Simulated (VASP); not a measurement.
A run of VASP 6.6.1 is set up as follows.

Contents of INCAR:

```
PREC = Accurate
ENCUT = 520
EDIFF = 1E-7
ISMEAR = 0
SIGMA = 0.01
LREAL = Auto
LASPH = T
NELM = 80
ALGO = Normal
ISIF = 2
LWAVE = F
LCHARG = F
GGA = PE
NBANDS = 102
```

File KPOINTS:

```
Automatic mesh
0
Gamma
  4 4 3
```

The input POSCAR:

```
ScAl3N4
1.0
    6.4876059331     -0.0085963006      0.0063539949
   -3.2512475813      5.6045507236     -0.0041562993
    0.0099256504     -0.0017664366     10.1800847786
Al Sc N
12 4 16
Direct
    0.1690554161      0.3350791628      0.5024824753
    0.3357063723      0.1676327237      0.7511306049
    0.1725521397      0.8340821376     -0.0065186394
    0.3359847726      0.6670343818      0.2492409142
    0.3372351568      0.6707215612      0.7510148855
    0.6669718924      0.3274400457     -0.0064102233
    0.8315520806      0.1666035614      0.2520948647
    0.6665246846      0.3351988796      0.5061107027
    0.8283134901      0.1639829824      0.7463137130
    0.6624541907      0.8394090961     -0.0025264708
    0.6653873673      0.8296430232      0.5012625537
    0.8300060609      0.6670978914      0.7544503238
    0.1615711057      0.3347484767     -0.0069567680
    0.3388416583      0.1684652256      0.2471209327
    0.1660789016      0.8289345839      0.5039480447
    0.8314933075      0.6646126292      0.2400047520
    0.1561665391      0.3406568167      0.1976270173
    0.3423898732      0.1824843625      0.4531060066
    0.1662546181      0.3349929565      0.6961141454
    0.3424187859      0.1607250513      0.9400230997
    0.1791836546      0.8236696310      0.1832288203
    0.3443346495      0.6575801221      0.4390146729
    0.1639519370      0.8320066480      0.7073254441
    0.3447394903      0.6854146773      0.9359459679
    0.6788095868      0.3209226209      0.1794977048
    0.8317258993      0.1664666095      0.4454888514
    0.6678506168      0.3357637879      0.6950130627
    0.8128427453      0.1557685920      0.9315816241
    0.6573882752      0.8460441541      0.1860847902
    0.8156118073      0.6565003564      0.4464381247
    0.6661345508      0.8321765182      0.6908076063
    0.8304683737      0.6681407332      0.9459403960
```

Potentials or basis: VASP PAW PBE potentials, release 64 (Al, Sc_sv, N).

Launch:

```bash
$ cat potpaw_PBE.64/Al/POTCAR potpaw_PBE.64/Sc_sv/POTCAR potpaw_PBE.64/N/POTCAR > POTCAR
$ mpirun -np 1 vasp_std > vasp.out
```

**Question.** Estimate the band gap on the k mesh.

**Answer.** 3.54 eV (least direct gap 3.55 eV).

**Question.** Estimate the pressure.

**Answer.** 0.1 GPa.

Forces on the atoms (eV/Å):
```
Al   0.000  0.000  0.003
Al   0.002  0.001  0.002
Al   0.001 -0.001 -0.001
Al   0.001  0.001  0.002
Al   0.000 -0.001  0.000
Al   0.000 -0.001 -0.001
Al   0.006  0.000  0.000
Al  -0.001  0.002  0.004
Al  -0.001  0.000  0.000
Al  -0.002  0.002 -0.001
Al  -0.001 -0.001  0.000
Al  -0.001 -0.001  0.004
Sc   0.003 -0.004  0.001
Sc  -0.009  0.001  0.009
Sc   0.003 -0.003 -0.002
Sc  -0.010  0.011  0.009
N   -0.059  0.033  0.042
N    0.000  0.066  0.040
N   -0.002  0.000 -0.008
N    0.054 -0.029 -0.019
N    0.062 -0.036 -0.043
N    0.052 -0.028 -0.022
N   -0.001  0.000  0.056
N    0.002  0.063 -0.018
N    0.065 -0.037 -0.044
N   -0.001 -0.001 -0.002
N    0.001 -0.001 -0.004
N   -0.053 -0.031 -0.019
N   -0.053  0.030 -0.017
N   -0.057 -0.033  0.036
N   -0.001  0.001 -0.003
N    0.000 -0.001 -0.005
```

Caveat: an odd mesh through Γ misses points on the zone boundary, where band edges can lie.
